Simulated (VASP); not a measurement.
Runs of VASP 6.6.1 on Si4N3. The structure is that of space group P-43m (No. 215), or close to it. The cells are those of the table. 

```csv
task,cell,k mesh,cutoff (eV),gap on the mesh (eV),pressure (GPa),relaxed volume (Å³/atom),largest force (eV/Å)
relaxation of cell and atoms,"relaxed from a = 4.042 Å, 7 atoms",4 × 4 × 4,600,none,0.2,10.31,0.01
single point,"a = 4.165 Å, 7 atoms",4 × 4 × 4,520,none,0.0,-,(a)
single point,"a = 4.042 Å, 7 atoms",4 × 4 × 4,520,none,42.4,-,5.66
relaxation of cell and atoms,"relaxed from a = 4.165 Å, 7 atoms",10 × 10 × 10,600,none,0.0,10.31,-
single point,"a = 4.165 Å, 7 atoms",10 × 10 × 10,520,none,-0.1,-,0.01
```

Alike in all rows: level PBE; potentials or basis VASP PAW PBE potentials, release 64 (Si, N); no spin polarisation; smearing gaussian 0.1 eV.

Question: Estimate the missing entries.

Answer: (a) 0.02.

Caveats: some runs use coarse meshes; forces of over 1 eV/Å act on the atoms, so gaps and moduli don't describe the material at rest (some runs).

A gap of «none» marks levels without a gap at the run's occupations.
